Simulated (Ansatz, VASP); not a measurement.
## H7C2N in VASP and in Ansatz

```
CELL_PARAMETERS angstrom
7.01418 0.00000 0.00000
0.00000 7.01418 0.00000
0.00000 0.00000 24.52627
ATOMIC_POSITIONS crystal
C 0.21940 0.06567 0.67357
C 0.39113 0.36925 0.67018
N 0.24889 0.24563 0.64470
H 0.18243 0.08643 0.71699
H 0.35073 0.98030 0.67124
H 0.10503 0.98480 0.65349
H 0.12201 0.31661 0.64021
H 0.35898 0.39933 0.71346
H 0.39935 0.50439 0.64759
H 0.53172 0.30017 0.66769
```

Alike in both runs: task single point; functional PBE; dispersion D3(BJ); k mesh 3 × 3 × 1; occupations gaussian, width 0.1 eV; no spin polarisation.

```csv
,VASP,Ansatz
version,VASP 6.6.1,Ansatz 0.2.0
potentials or method,"VASP PAW PBE potentials, release 64 (C, N, H), cutoff 520 eV","scalar-relativistic, plane waves, PAW"
valence electrons in the cell,20,20
```

|  | VASP | Ansatz | Ansatz less VASP |
| --- | --- | --- | --- |
| gap on the k mesh at the Fermi level (eV) | 3.76 | 3.77 | +0.008 |
| rms of the force components (eV/Å) | 0.141 | 0.142 | +0.0011 |
